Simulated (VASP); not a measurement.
# Ba (Im-3m) in VASP: a series of runs

Ba is run at these levels: PBEsol; tasks: single point, relaxation of cell and atoms.

All numbers are computed with VASP 6.6.1; they aren't measurements. Logs are shortened: lines on timing, memory, paths and dates and some standing lists are left out, and cuts for length are marked.

## Step 1: The cell of the first run

The structure is cubic, space group Im-3m (No. 229). Conventional cell: a = 4.964 Å, b = 4.964 Å, c = 4.964 Å, α = 90.00°, β = 90.00°, γ = 90.00°. Ba (site symmetry m-3m) has 14 Ba at 4.30 to 4.96 Å within 5.6 Å.

## Step 2: Single point, PBEsol (volume scaled by 1.06)

Contents of INCAR:

```
PREC = Accurate
ENCUT = 520
EDIFF = 1E-6
ISMEAR = 0
SIGMA = 0.1
LREAL = F
LASPH = T
NELM = 100
ALGO = Normal
ISIF = 2
LWAVE = F
LCHARG = T
GGA = PS
LELF = T
LVHAR = T
NBANDS = 11
```

Contents of KPOINTS:

```
regular mesh
0
Gamma
  12 12 12
```

Contents of POSCAR:

```
Ba
1.0
   -2.4820701502      2.4820701502      2.4820701502
    2.4820701502     -2.4820701502      2.4820701502
    2.4820701502      2.4820701502     -2.4820701502
Ba
1
Direct
    0.0000000000      0.0000000000      0.0000000000
```

Potentials or basis: VASP PAW PBE potentials, release 64 (Ba_sv).

Started as:

```sh
cat potpaw_PBE.64/Ba_sv/POTCAR > POTCAR
mpirun -np 1 vasp_std > vasp.out
```

OUTCAR:

```text
PREC = Accurate
   ENCUT = 520
   EDIFF = 1E-6
   ISMEAR = 0
   LREAL = F
   LASPH = T
   NELM = 100
   ISIF = 2
   GGA = PS

 ion  position               nearest neighbor table
   1  0.000  0.000  0.000-

  LATTYP: Found a body centered cubic cell.
 ALAT       =     4.9641403004

  Lattice vectors:

 A1 = (  -2.4820701502,   2.4820701502,   2.4820701502)
 A2 = (   2.4820701502,  -2.4820701502,   2.4820701502)
 A3 = (   2.4820701502,   2.4820701502,  -2.4820701502)

Analysis of symmetry for initial positions (statically):
=====================================================================
 Subroutine PRICEL returns:
 Original cell was already a primitive cell.

 Routine SETGRP: Setting up the symmetry group for a
 body centered cubic supercell.

 Subroutine GETGRP returns: Found 48 space group operations
[... 9 lines left out ...]

 Routine SETGRP: Setting up the symmetry group for a
 body centered cubic supercell.

 Subroutine GETGRP returns: Found 48 space group operations
[... 11 lines left out ...]
                                     Primitive cell

  volume of cell :      61.1649

  direct lattice vectors                    reciprocal lattice vectors
    -2.482070150  2.482070150  2.482070150     0.000000000  0.201444750  0.201444750
     2.482070150 -2.482070150  2.482070150     0.201444750  0.000000000  0.201444750
     2.482070150  2.482070150 -2.482070150     0.201444750  0.201444750  0.000000000

  length of vectors
     4.299071608  4.299071608  4.299071608     0.284885897  0.284885897  0.284885897

  position of ions in fractional coordinates (direct lattice)
     0.000000000  0.000000000  0.000000000

  ion indices of the primitive-cell ions
   primitive index   ion index
                 1           1

----------------------------------------------------------------------------------------

 KPOINTS: regular mesh

Automatic generation of k-mesh.
 Grid dimensions read from file:
 generate k-points for:   12   12   12

 Generating k-lattice:

  Cartesian coordinates                     Fractional coordinates (reciprocal lattice)
     0.000000000  0.016787062  0.016787062     0.083333333  0.000000000  0.000000000
     0.016787062  0.000000000  0.016787062     0.000000000  0.083333333  0.000000000
     0.016787062  0.016787062  0.000000000     0.000000000  0.000000000  0.083333333

  Length of vectors
     0.023740491  0.023740491  0.023740491

  Shift w.r.t. Gamma in fractional coordinates (k-lattice)
     0.000000000  0.000000000  0.000000000

 Subroutine IBZKPT returns following result:
 ===========================================

 Found     72 irreducible k-points:

 Following reciprocal coordinates:
            Coordinates               Weight
  0.000000  0.000000  0.000000      1.000000
  0.083333  0.000000  0.000000     12.000000
  0.166667  0.000000  0.000000     12.000000
  0.250000  0.000000  0.000000     12.000000
  0.333333  0.000000  0.000000     12.000000
  0.416667  0.000000  0.000000     12.000000
[... 16 lines left out ...]
  0.333333  0.083333  0.083333     24.000000
  0.416667  0.083333  0.083333     12.000000
 [... further k-points ...]
   k-points           NKPTS =     72   k-points in BZ     NKDIM =     72   number of bands    NBANDS=     11
   number of dos      NEDOS =    301   number of ions     NIONS =      1
   total plane-waves  NPLWV =  32768
   dimension x,y,z NGX =    32 NGY =   32 NGZ =   32
   dimension x,y,z NGXF=    64 NGYF=   64 NGZF=   64
   ions per type =               1
   NGX,Y,Z   is equivalent  to a cutoff of  12.37, 12.37, 12.37 a.u.
   NGXF,Y,Z  is equivalent  to a cutoff of  24.75, 24.75, 24.75 a.u.
 SYSTEM =  unknown system
   PREC   = accura    normal or accurate (medium, high low for compatibility)
   ISTART =      0    job   : 0-new  1-cont  2-samecut
   ICHARG =      2    charge: 1-file 2-atom 10-const
   ISPIN  =      1    spin polarized calculation?
   LNONCOLLINEAR =      F non collinear calculations
   LSORBIT =      F    spin-orbit coupling
   LASPH  =      T    aspherical Exc in radial PAW
   ENCUT  =  520.0 eV  38.22 Ry    6.18 a.u.   7.99  7.99  7.99*2*pi/ulx,y,z
   NELM   =    100;   NELMIN=  2; NELMDL= -5     # of ELM steps
   EDIFF  = 0.1E-05   stopping-criterion for ELM
   LREAL  =      F    real-space projection
   EDIFFG = 0.1E-04   stopping-criterion for IOM
   NSW    =      0    number of steps for IOM
   IBRION =     -1    ionic relax: 0-MD 1-quasi-New 2-CG
   NFREE  =      0    steps in history (QN), initial steepest desc. (CG)
   ISIF   =      2    stress and relaxation
   ISYM   =      2    0-nonsym 1-usesym 2-fastsym
   POTIM  = 0.5000    time-step for ionic-motion
   TEBEG  =    0.0;   TEEND  =   0.0 temperature during run
   PSTRESS=    0.0 pullay stress
   NELECT =      10.0000    total number of electrons
   NUPDOWN=      -1.0000    fix difference up-down
   EMIN   =  10.00;   EMAX   =-10.00  energy-range for DOS
   EFERMI =   0.00;   METHOD = LEGACY
   ISMEAR =     0;   SIGMA  =   0.10  broadening in eV -4-tet -1-fermi 0-gaus
   EFERMI_NEDOS =   21; number of points for ismear=-14 and -15
   IALGO  =     38    algorithm
   IMIX   =      4    mixing-type and parameters
     AMIX     =   0.40;   BMIX     =  1.00
     AMIX_MAG =   1.60;   BMIX_MAG =  1.00
  volume/ion in A,a.u.               =      61.16       412.76
  Fermi-wavevector in a.u.,A,eV,Ry     =   0.895174  1.691634 10.902844  0.801336
  Thomas-Fermi vector in A             =   2.017472
   LORBIT       =      0    0 simple, 1 ext, 2 COOP (PROOUT), +10 PAW based schemes
   GGA     = PS    functional components
   LHFCALC =     F    Hartree Fock is set to
   AEXX    =    0.0000 exact exchange contribution
   IVDW    =     0    specifies the selected vdW correction
   LEPSILON=     F    determine dielectric tensor
   LRPA    =     F    only Hartree local field effects (RPA)
 non-spin polarized calculation
 Gauss-broadening in eV      SIGMA  =   0.10
  energy-cutoff  :      520.00
  volume of cell :       61.16
 maximum number of plane-waves:      1686
   NGX = 15   NGY = 15   NGZ = 15

 number of electron      10.0000000 magnetization

 number of electron       9.9999998 magnetization

 Free energy of the ion-electron system (eV)
  ---------------------------------------------------
  ext. energy  EPLUGINS =         0.00000000
  ---------------------------------------------------
  free energy    TOTEN  =        -2.14866378 eV

  energy without entropy =       -2.14217605  energy(sigma->0) =       -2.14541991

 E-fermi :   1.6298     XC(G=0):  -7.6030

 val. band max:        1.6107619033   @ k =  -0.4167   0.5000   0.2500
 cond. band min:       1.6373775701   @ k =   0.2500   0.1667   0.1667
 fundamental gap:      0.0266156669
 Fermi energy:         1.6297771988

 k-point     1 :       0.0000    0.0000    0.0000
  band No.  band energies     occupation
      1     -27.1754      2.00000
      2     -12.0886      2.00000
      3     -12.0886      2.00000
      4     -12.0886      2.00000
      5      -1.1504      2.00000
      6       3.4773      0.00000
      7       3.4773      0.00000
      8       3.4773      0.00000
      9       4.9529      0.00000
     10       4.9529      0.00000
     11       8.6581      0.00000

 k-point     2 :       0.0833    0.0000    0.0000
  band No.  band energies     occupation
      1     -27.1721      2.00000
      2     -12.1257      2.00000
      3     -12.0999      2.00000
      4     -12.0888      2.00000
      5      -1.0150      2.00000
      6       3.3665      0.00000
      7       3.4194      0.00000
      8       3.6154      0.00000
      9       4.7706      0.00000
     10       4.9428      0.00000
     11       8.8141      0.00000

 k-point     3 :       0.1667    0.0000    0.0000
  band No.  band energies     occupation
      1     -27.1631      2.00000
      2     -12.2248      2.00000
      3     -12.1305      2.00000
      4     -12.0895      2.00000
      5      -0.6373      2.00000
      6       3.0992      0.00000
      7       3.1689      0.00000
      8       4.0225      0.00000
      9       4.5992      0.00000
     10       4.9429      0.00000
     11       9.1335      0.00000

 k-point     4 :       0.2500    0.0000    0.0000
  band No.  band energies     occupation
      1     -27.1506      2.00000
      2     -12.3551      2.00000
      3     -12.1718      2.00000
      4     -12.0904      2.00000
      5      -0.1093      2.00000
      6       2.7929      0.00000
      7       2.8079      0.00000
      8       4.6771      0.00000
      9       4.6934      0.00000
     10       5.0088      0.00000
     11       9.0277      0.00000

 k-point     5 :       0.3333    0.0000    0.0000
  band No.  band energies     occupation
      1     -27.1382      2.00000
      2     -12.4803      2.00000
      3     -12.2125      2.00000
      4     -12.0914      2.00000
      5       0.3888      2.00000
      6       2.5321      0.00000
      7       2.6380      0.00000
      8       4.8808      0.00000
      9       5.1704      0.00000
     10       5.5349      0.00000
     11       8.3393      0.00000
[... 211 lines left out ...]
 k-point    21 :       0.1667    0.0833    0.0833
  band No.  band energies     occupation
      1     -27.1469      2.00000
      2     -12.3921      2.00000
      3     -12.1612      2.00000
      4     -12.1188      2.00000
      5       0.1172      2.00000
      6       2.5999      0.00000
      7       2.6207      0.00000
      8       4.8293      0.00000
      9       5.0567      0.00000
     10       5.1534      0.00000
     11       9.3581      0.00000

 k-point    22 :       0.2500    0.0833    0.0833
  band No.  band energies     occupation
      1     -27.1359      2.00000
      2     -12.4833      2.00000
      3     -12.2165      2.00000
      4     -12.1226      2.00000
      5       0.6423      2.00000
      6       2.4005      0.00000
      7       2.4438      0.00000
      8       4.9761      0.00000
      9       5.2638      0.00000
     10       5.9811      0.00000
     11       8.6748      0.00000

 k-point    23 :       0.3333    0.0833    0.0833
  band No.  band energies     occupation
      1     -27.1278      2.00000
      2     -12.5450      2.00000
      3     -12.2600      2.00000
      4     -12.1254      2.00000
      5       0.9331      2.00000
      6       2.2654      0.00000
      7       2.6132      0.00000
      8       5.0690      0.00000
      9       5.4564      0.00000
     10       6.7770      0.00000
     11       8.0162      0.00000

 k-point    24 :       0.4167    0.0833    0.0833
  band No.  band energies     occupation
      1     -27.1248      2.00000
      2     -12.5668      2.00000
      3     -12.2764      2.00000
      4     -12.1264      2.00000
      5       0.9920      2.00000
      6       2.2199      0.00000
      7       2.8020      0.00000
      8       5.0499      0.00000
      9       5.5497      0.00000
     10       7.3132      0.00000
     11       7.4597      0.00000

 [... further k-points ...]

------------------------ aborting loop because EDIFF is reached ----------------------------------------

  FORCE on cell =-STRESS in cart. coord.  units (eV):
  Direction    XX          YY          ZZ          XY          YZ          ZX
  --------------------------------------------------------------------------------------
  -------------------------------------------------------------------------------------
  Total       -0.1432591     -0.1432591     -0.1432591      0.0000000      0.0000000     -0.0000000
  in kB       -3.7525855     -3.7525855     -3.7525855      0.0000000      0.0000000     -0.0000000
  external PRESSURE =      -3.7525855 kB  Pullay stress =       0.0000000 kB

 VOLUME and BASIS-vectors are now :
 -----------------------------------------------------------------------------
  energy-cutoff  :      520.00
  volume of cell :       61.16
      direct lattice vectors                 reciprocal lattice vectors
    -2.482070150  2.482070150  2.482070150     0.000000000  0.201444750  0.201444750
     2.482070150 -2.482070150  2.482070150     0.201444750  0.000000000  0.201444750
     2.482070150  2.482070150 -2.482070150     0.201444750  0.201444750  0.000000000

 POSITION                                       TOTAL-FORCE (eV/Angst)
 -----------------------------------------------------------------------------------
      0.00000      0.00000      0.00000         0.000000     -0.000000     -0.000000
 -----------------------------------------------------------------------------------
    total drift:                                0.000000      0.000000     -0.000000

  FREE ENERGIE OF THE ION-ELECTRON SYSTEM (eV)
  ---------------------------------------------------
  free  energy   TOTEN  =        -2.1486637760 eV

  energy  without entropy=       -2.1421760520  energy(sigma->0) =       -2.14541991
```

It took 47 s on 1 thread of AMD EPYC 7R43 (Zen 3), shared host; peak memory 0.16 GiB.

What came out:

| Item | Value |
| --- | --- |
| Free energy | -2.1487 eV |
| Pressure | -0.4 GPa |
| Band gap on the k mesh | zero (band 5 reaches 2.18 eV, above the bottom of band 6 at 1.05 eV) |

Levels at points of the mesh, in eV from the Fermi level:
```tsv
k point	band 2	band 3	band 4	band 5	band 6	band 7	band 8	band 9
(0.00, 0.00, 0.00)	-13.72	-13.72	-13.72	-2.78	1.85	1.85	1.85	3.32
(0.50, 0.00, 0.00)	-14.23	-13.88	-13.72	-0.92	0.67	1.35	3.29	3.89
(0.50, 0.50, 0.50)	-14.07	-14.07	-14.07	-0.58	-0.58	4.49	4.49	4.49
```

Caveat: the PAW data sets were made with another functional, which shifts forces and pressure a little; spin-orbit coupling is left out, which moves the levels of the heavy elements.

[end of part 1 of 2]
